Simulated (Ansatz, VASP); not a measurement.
Hg in VASP and in Ansatz

```
Hg
1.0
     1.94921    1.12537    1.91783
    -1.94921    1.12537    1.91783
     0.00000   -2.25075    1.91783
Hg
1
Direct
  0.00000 0.00000 0.00000
```

Alike in both runs: functional PBEsol; k mesh 12 × 12 × 12; occupations gaussian, width 0.1 eV; no spin polarisation.

Ansatz relaxed the structure, and its values are those at the end. VASP's run is a single point on that final structure, the one shown.

```csv
,VASP,Ansatz
version,VASP 6.6.1,Ansatz 0.2.0
potentials or method,"VASP PAW PBE potentials, release 64 (Hg), cutoff 520 eV","scalar-relativistic, plane waves, PAW"
valence electrons in the cell,12,20
```

```csv
,VASP,Ansatz,Ansatz less VASP
gap on the k mesh at the Fermi level (eV),none,none,-
pressure (GPa),0.4,0.0,-0.41
```

VASP's potentials were made for PBE, not for PBEsol. A gap of «none» marks a metal or a gap that the smearing closes. VASP's potentials hold 12 valence electrons a cell and Ansatz's 20, so a difference there can come from the potentials and not from the codes.

Spin-orbit coupling is off throughout.
